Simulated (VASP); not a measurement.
# CdSe (P6_3mc) in VASP: notebook

Runs on CdSe. Level: r2SCAN. Tasks: single point.

Program: VASP 6.6.1. These are calculated values, not measurements. Logs are shortened: lines on timing, memory, paths and dates and some standing lists are left out, and cuts for length are marked.

## (1) The cell of the first run

The structure is hexagonal, space group P6_3mc (No. 186). The conventional cell has a = 4.513 Å, b = 4.513 Å, c = 7.015 Å, α = 90.00°, β = 90.00°, γ = 120.00°. Within 3.5 Å of Cd (site symmetry 3m) lie 4 Se at 2.63 to 2.75 Å. Within 3.5 Å of Se (site symmetry 3m) lie 4 Cd at 2.63 to 2.75 Å.

## (2) Single point, r2SCAN (strain +0.050 along x and y, +0.000 along z)

The input, POSCAR:

```
CdSe
1.0
    4.5134249099      0.0000000000      0.0000000000
   -2.2567124550      3.9087406301      0.0000000000
    0.0000000000      0.0000000000      7.0152000000
Cd Se
2 2
Direct
    0.6666666667      0.3333333333      0.0000000000
    0.3333333333      0.6666666667      0.5000000000
    0.6666666667      0.3333333333      0.3750000000
    0.3333333333      0.6666666667      0.8750000000
```

The input, INCAR.step1:

```
ALGO = Normal
EDIFF = 1E-4
ENCUT = 520
GGA = PE
ISMEAR = 0
LASPH = T
LCHARG = F
LREAL = F
LWAVE = T
NBANDS = 26
NELM = 100
PREC = Accurate
SIGMA = 0.05
```

The input, INCAR.step2:

```
ALGO = Normal
EDIFF = 1E-7
ENCUT = 520
ISIF = 2
ISMEAR = 0
ISTART = 1
LASPH = T
LCHARG = F
LMIXTAU = T
LREAL = F
LWAVE = F
METAGGA = R2SCAN
NBANDS = 26
NELM = 100
PREC = Accurate
SIGMA = 0.05
```

The input, KPOINTS:

```
k-points
0
Gamma
  6 6 4
```

Potentials or basis: VASP PAW PBE potentials, release 64 (Cd, Se).

On the command line:

```bash
$ cat potpaw_PBE.64/Cd/POTCAR potpaw_PBE.64/Se/POTCAR > POTCAR
$ cp INCAR.step1 INCAR
$ mpirun -np 1 vasp_std > vasp.out
$ cp INCAR.step2 INCAR
$ mpirun -np 1 vasp_std > vasp.out
```

OUTCAR:

```text
EDIFF = 1E-7
   ENCUT = 520
   ISIF = 2
   ISMEAR = 0
   ISTART = 1
   LASPH = T
   LREAL = F
   METAGGA = R2SCAN
   NELM = 100
   PREC = Accurate

 ion  position               nearest neighbor table
   1  0.667  0.333  0.000-   3 2.63   4 2.75   4 2.75   4 2.75
   2  0.333  0.667  0.500-   4 2.63   3 2.75   3 2.75   3 2.75
   3  0.667  0.333  0.375-   1 2.63   2 2.75   2 2.75   2 2.75
   4  0.333  0.667  0.875-   2 2.63   1 2.75   1 2.75   1 2.75

  LATTYP: Found a hexagonal cell.
 ALAT       =     4.5134249099
 C/A-ratio  =     1.5542963803

  Lattice vectors:

 A1 = (   4.5134249099,   0.0000000000,   0.0000000000)
 A2 = (  -2.2567124550,   3.9087406301,   0.0000000000)
 A3 = (   0.0000000000,   0.0000000000,   7.0152000000)

Analysis of symmetry for initial positions (statically):
=====================================================================
 Subroutine PRICEL returns:
 Original cell was already a primitive cell.

 Routine SETGRP: Setting up the symmetry group for a
 hexagonal supercell.

 Subroutine GETGRP returns: Found 12 space group operations
 (whereof  6 operations were pure point group operations)
 out of a pool of 24 trial point group operations.

The static configuration has the point symmetry C_3v.
 The point group associated with its full space group is C_6v.

Analysis of symmetry for dynamics (positions and initial velocities):
=====================================================================
 Subroutine PRICEL returns:
 Original cell was already a primitive cell.

 Routine SETGRP: Setting up the symmetry group for a
 hexagonal supercell.

 Subroutine GETGRP returns: Found 12 space group operations
 (whereof  6 operations were pure point group operations)
 out of a pool of 24 trial point group operations.

The dynamic configuration has the point symmetry C_3v.
 The point group associated with its full space group is C_6v.

 Subroutine INISYM returns: Found 12 space group operations
 (whereof  6 operations are pure point group operations),
 and found     1 'primitive' translations

----------------------------------------------------------------------------------------

                                     Primitive cell

  volume of cell :     123.7608

  direct lattice vectors                    reciprocal lattice vectors
     4.513424910  0.000000000  0.000000000     0.221561236  0.127918439  0.000000000
    -2.256712455  3.908740630  0.000000000     0.000000000  0.255836878  0.000000000
     0.000000000  0.000000000  7.015200000     0.000000000  0.000000000  0.142547611

  length of vectors
     4.513424910  4.513424910  7.015200000     0.255836878  0.255836878  0.142547611

  position of ions in fractional coordinates (direct lattice)
     0.666666667  0.333333333  0.000000000
     0.333333333  0.666666667  0.500000000
     0.666666667  0.333333333  0.375000000
     0.333333333  0.666666667  0.875000000

  ion indices of the primitive-cell ions
   primitive index   ion index
                 1           1
                 2           2
                 3           3
                 4           4

----------------------------------------------------------------------------------------

 KPOINTS: k-points

Automatic generation of k-mesh.
 Grid dimensions read from file:
 generate k-points for:    6    6    4

 Generating k-lattice:

  Cartesian coordinates                     Fractional coordinates (reciprocal lattice)
     0.036926873  0.021319740  0.000000000     0.166666667  0.000000000  0.000000000
     0.000000000  0.042639480  0.000000000     0.000000000  0.166666667  0.000000000
     0.000000000  0.000000000  0.035636903     0.000000000  0.000000000  0.250000000

  Length of vectors
     0.042639480  0.042639480  0.035636903

  Shift w.r.t. Gamma in fractional coordinates (k-lattice)
     0.000000000  0.000000000  0.000000000

 Subroutine IBZKPT returns following result:
 ===========================================

 Found     21 irreducible k-points:

 Following reciprocal coordinates:
            Coordinates               Weight
  0.000000  0.000000  0.000000      1.000000
  0.166667  0.000000  0.000000      6.000000
  0.333333  0.000000  0.000000      6.000000
  0.500000  0.000000  0.000000      3.000000
  0.166667  0.166667  0.000000      6.000000
  0.333333  0.166667  0.000000     12.000000
[... 13 lines left out ...]
  0.333333  0.166667  0.500000     12.000000
  0.333333  0.333333  0.500000      2.000000
   k-points           NKPTS =     21   k-points in BZ     NKDIM =     21   number of bands    NBANDS=     26
   number of dos      NEDOS =    301   number of ions     NIONS =      4
   total plane-waves  NPLWV =  69984
   dimension x,y,z NGX =    36 NGY =   36 NGZ =   54
   dimension x,y,z NGXF=    72 NGYF=   72 NGZF=  108
   ions per type =               2   2
   NGX,Y,Z   is equivalent  to a cutoff of  13.26, 13.26, 12.80 a.u.
   NGXF,Y,Z  is equivalent  to a cutoff of  26.52, 26.52, 25.59 a.u.
 SYSTEM =  unknown system
   PREC   = accura    normal or accurate (medium, high low for compatibility)
   ISTART =      1    job   : 0-new  1-cont  2-samecut
   ICHARG =      0    charge: 1-file 2-atom 10-const
   ISPIN  =      1    spin polarized calculation?
   LNONCOLLINEAR =      F non collinear calculations
   LSORBIT =      F    spin-orbit coupling
   LASPH  =      T    aspherical Exc in radial PAW
   ENCUT  =  520.0 eV  38.22 Ry    6.18 a.u.   8.39  8.39 13.04*2*pi/ulx,y,z
   NELM   =    100;   NELMIN=  2; NELMDL=  0     # of ELM steps
   EDIFF  = 0.1E-06   stopping-criterion for ELM
   LREAL  =      F    real-space projection
   EDIFFG = 0.1E-05   stopping-criterion for IOM
   NSW    =      0    number of steps for IOM
   IBRION =     -1    ionic relax: 0-MD 1-quasi-New 2-CG
   NFREE  =      0    steps in history (QN), initial steepest desc. (CG)
   ISIF   =      2    stress and relaxation
   ISYM   =      2    0-nonsym 1-usesym 2-fastsym
   POTIM  = 0.5000    time-step for ionic-motion
   TEBEG  =    0.0;   TEEND  =   0.0 temperature during run
   PSTRESS=    0.0 pullay stress
   NELECT =      36.0000    total number of electrons
   NUPDOWN=      -1.0000    fix difference up-down
   EMIN   =  10.00;   EMAX   =-10.00  energy-range for DOS
   EFERMI =   0.00;   METHOD = LEGACY
   ISMEAR =     0;   SIGMA  =   0.05  broadening in eV -4-tet -1-fermi 0-gaus
   EFERMI_NEDOS =   21; number of points for ismear=-14 and -15
   IALGO  =     38    algorithm
   IMIX   =      4    mixing-type and parameters
     AMIX     =   0.40;   BMIX     =  1.00
     AMIX_MAG =   1.60;   BMIX_MAG =  1.00
  volume/ion in A,a.u.               =      30.94       208.79
  Fermi-wavevector in a.u.,A,eV,Ry     =   1.084712  2.049809 16.008630  1.176601
  Thomas-Fermi vector in A             =   2.220809
   LORBIT       =      0    0 simple, 1 ext, 2 COOP (PROOUT), +10 PAW based schemes
   METAGGA = R2SCAN    functional components
   LHFCALC =     F    Hartree Fock is set to
   AEXX    =    0.0000 exact exchange contribution
   IVDW    =     0    specifies the selected vdW correction
   LEPSILON=     F    determine dielectric tensor
   LRPA    =     F    only Hartree local field effects (RPA)
 non-spin polarized calculation
 Gauss-broadening in eV      SIGMA  =   0.05
  energy-cutoff  :      520.00
  volume of cell :      123.76
 maximum number of plane-waves:      3362
 NGX is ok and might be reduce to    36
   NGX = 17   NGY = 17   NGZ = 27

 number of electron      35.9999989 magnetization

 Free energy of the ion-electron system (eV)
  ---------------------------------------------------
  ext. energy  EPLUGINS =         0.00000000
  ---------------------------------------------------
  free energy    TOTEN  =       -71.71204788 eV

  energy without entropy =      -71.71204788  energy(sigma->0) =      -71.71204788

 E-fermi :   0.2046     XC(G=0):  -8.9679

 val. band max:       -0.0546056240   @ k =   0.0000   0.0000   0.0000
 cond. band min:       0.8803591244   @ k =   0.0000   0.0000   0.0000
 fundamental gap:      0.9349647484
 Fermi energy:         0.2045604848

 k-point     1 :       0.0000    0.0000    0.0000
  band No.  band energies     occupation
      1     -12.5893      2.00000
      2     -12.2479      2.00000
      3      -7.9955      2.00000
      4      -7.9410      2.00000
      5      -7.9410      2.00000
      6      -7.8724      2.00000
[... 18 lines left out ...]
     25       7.3399      0.00000
     26       7.9966      0.00000

 k-point     2 :       0.1667    0.0000    0.0000
  band No.  band energies     occupation
      1     -12.5261      2.00000
      2     -12.2259      2.00000
      3      -7.9735      2.00000
      4      -7.9227      2.00000
      5      -7.8861      2.00000
      6      -7.8499      2.00000
[... 18 lines left out ...]
     25       7.5558      0.00000
     26       7.8979      0.00000

 k-point     3 :       0.3333    0.0000    0.0000
  band No.  band energies     occupation
      1     -12.3869      2.00000
      2     -12.1927      2.00000
      3      -7.9324      2.00000
      4      -7.8945      2.00000
      5      -7.8214      2.00000
      6      -7.7871      2.00000
[... 18 lines left out ...]
     25       8.2308      0.00000
     26       8.6286      0.00000

 k-point     4 :       0.5000    0.0000    0.0000
  band No.  band energies     occupation
      1     -12.3011      2.00000
      2     -12.1916      2.00000
      3      -7.9149      2.00000
      4      -7.8854      2.00000
      5      -7.7912      2.00000
      6      -7.7639      2.00000
[... 18 lines left out ...]
     25       8.3711      0.00000
     26       9.5794      0.00000
[... 409 lines left out ...]
      1     -12.3052      2.00000
      2     -12.3052      2.00000
      3      -7.8907      2.00000
      4      -7.8907      2.00000
      5      -7.8524      2.00000
      6      -7.8524      2.00000
[... 18 lines left out ...]
     25       7.7333      0.00000
     26       7.7333      0.00000

 k-point    20 :       0.3333    0.1667    0.5000
  band No.  band energies     occupation
      1     -12.2389      2.00000
      2     -12.2389      2.00000
      3      -7.8821      2.00000
      4      -7.8821      2.00000
      5      -7.8237      2.00000
      6      -7.8237      2.00000
[... 18 lines left out ...]
     25       8.1538      0.00000
     26       8.1538      0.00000

 k-point    21 :       0.3333    0.3333    0.5000
  band No.  band energies     occupation
      1     -12.2173      2.00000
      2     -12.2173      2.00000
      3      -7.8732      2.00000
      4      -7.8732      2.00000
      5      -7.8193      2.00000
      6      -7.8193      2.00000
[... 18 lines left out ...]
     25       8.8241      0.00000
     26       8.8241      0.00000

------------------------ aborting loop because EDIFF is reached ----------------------------------------

  FORCE on cell =-STRESS in cart. coord.  units (eV):
  Direction    XX          YY          ZZ          XY          YZ          ZX
  --------------------------------------------------------------------------------------
  -------------------------------------------------------------------------------------
  Total       -2.9836176     -2.9836176     -0.1800168      0.0000000      0.0000000      0.0000000
  in kB      -38.6251887    -38.6251887     -2.3304537      0.0000000      0.0000000      0.0000000
  external PRESSURE =     -26.5269437 kB  Pullay stress =       0.0000000 kB

 VOLUME and BASIS-vectors are now :
 -----------------------------------------------------------------------------
  energy-cutoff  :      520.00
  volume of cell :      123.76
      direct lattice vectors                 reciprocal lattice vectors
     4.513424910  0.000000000  0.000000000     0.221561236  0.127918439  0.000000000
    -2.256712455  3.908740630  0.000000000     0.000000000  0.255836878  0.000000000
     0.000000000  0.000000000  7.015200000     0.000000000  0.000000000  0.142547611

 POSITION                                       TOTAL-FORCE (eV/Angst)
 -----------------------------------------------------------------------------------
      2.25671      1.30291      0.00000        -0.000000      0.000000     -0.302072
     -0.00000      2.60583      3.50760         0.000000     -0.000000     -0.302072
      2.25671      1.30291      2.63070         0.000000     -0.000000      0.302072
     -0.00000      2.60583      6.13830         0.000000      0.000000      0.302072
 -----------------------------------------------------------------------------------
    total drift:                                0.000000     -0.000000     -0.003149

  FREE ENERGIE OF THE ION-ELECTRON SYSTEM (eV)
  ---------------------------------------------------
  free  energy   TOTEN  =       -71.7120478792 eV

  energy  without entropy=      -71.7120478792  energy(sigma->0) =      -71.71204788
```

Wall time 6 min (1 thread of Intel Xeon Platinum 8259CL at 2.50GHz (Skylake/Cascade Lake), shared host); peak memory 0.3 GiB.

Results:

| Quantity | Value |
| --- | --- |
| Free energy | -71.7120 eV |
| Pressure | -2.7 GPa |
| Largest force | 0.302 eV/Å |
| Band gap on the k mesh | 0.94 eV, direct |

Forces in eV/Å, atoms in the order of the input:
```
Cd   0.000  0.000 -0.302
Cd   0.000  0.000 -0.302
Se   0.000  0.000  0.302
Se   0.000  0.000  0.302
```

Levels at points of the mesh, in eV from the valence-band top:
| k point | band 14 | band 15 | band 16 | band 17 | band 18 | band 19 | band 20 | band 21 | band 22 | band 23 |
| --- | --- | --- | --- | --- | --- | --- | --- | --- | --- | --- |
| (0.00, 0.00, 0.00) | -0.80 | -0.80 | -0.04 | -0.04 | 0.00 | 0.93 | 2.34 | 6.17 | 6.17 | 7.11 |
| (0.50, 0.00, 0.00) | -3.15 | -2.34 | -1.69 | -1.15 | -0.60 | 3.51 | 3.52 | 5.25 | 6.50 | 6.77 |
| (0.00, 0.00, 0.50) | -2.37 | -0.43 | -0.43 | -0.43 | -0.43 | 2.58 | 2.58 | 6.28 | 6.28 | 6.55 |
| (0.50, 0.00, 0.50) | -3.76 | -1.19 | -1.19 | -1.08 | -1.08 | 3.32 | 3.32 | 5.30 | 5.30 | 7.87 |

Caveat: the cell differs from its parent crystal (strain +0.050 along x and y, +0.000 along z); the PAW data sets were made with another functional, which shifts forces and pressure a little.

(Part 1 of 2 ends here.)
